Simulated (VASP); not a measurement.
## Mg3Sn2N2: single point with PBE

Crystal: Mg3Sn2N2.

```xyz
7
Lattice="3.5788 0.0000 0.0000 -1.7894 3.0993 0.0000 0.0000 0.0000 11.4383" Properties=species:S:1:pos:R:3 pbc="T T T"
Mg    0.0000    2.0662    6.6877
Mg    1.7894    1.0331    4.7506
Mg    0.0000    0.0000    0.0000
Sn    1.7894    1.0331    9.1100
Sn    0.0000    2.0662    2.3284
N     0.0000    2.0662    4.4509
N     1.7894    1.0331    6.9874
```

The cell was built from a structure type or drawn by symmetry, and may not be a known phase.

| Property | Result |
| --- | --- |
| Program | VASP 6.6.1 |
| Task | single point |
| Functional | PBE |
| Potentials or basis | VASP PAW PBE potentials, release 64 (Mg, Sn_d, N) |
| Cutoff | 520 eV |
| k mesh | 12 × 12 × 4 |
| Occupations | gaussian, width 0.1 eV |
| Spin | no spin polarisation |
| Dipole correction | no |
| Further INCAR settings | ALGO = Normal; EDIFF = 1e-06; NBANDS = 31 |

- Pressure: -0.1 GPa
- Largest force: 0.027 eV/Å
- Band gap on the k mesh: zero (bands 22 and 23 overlap by 3.32 eV)

Forces on the atoms (eV/Å):
```
Mg   0.000  0.000 -0.009
Mg   0.000  0.000  0.009
Mg   0.000  0.000  0.000
Sn   0.000  0.000  0.020
Sn   0.000  0.000 -0.020
N    0.000  0.000  0.027
N    0.000  0.000 -0.027
```

Levels at points of the mesh, in eV from the Fermi level:
```csv
k point,band 19,band 20,band 21,band 22,band 23,band 24,band 25,band 26
"(0.00, 0.00, 0.00)",-1.82,-1.62,-1.62,1.86,2.73,5.08,5.08,5.33
"(0.50, 0.00, 0.00)",-2.62,-2.55,-2.31,-1.93,1.18,1.45,2.34,2.97
"(0.00, 0.00, 0.50)",-1.63,-1.63,-0.44,0.40,3.73,4.81,5.14,5.14
"(0.50, 0.00, 0.50)",-2.54,-2.20,-2.02,-1.93,1.00,1.17,2.46,2.82
```

Wall time 3.1 min on 1 thread of Intel(R) Xeon(R) 6975P-C (Granite Rapids) (shared host), peak memory 0.41 GiB.

Caveat: spin-orbit coupling is left out, which moves the levels of the heavy elements.
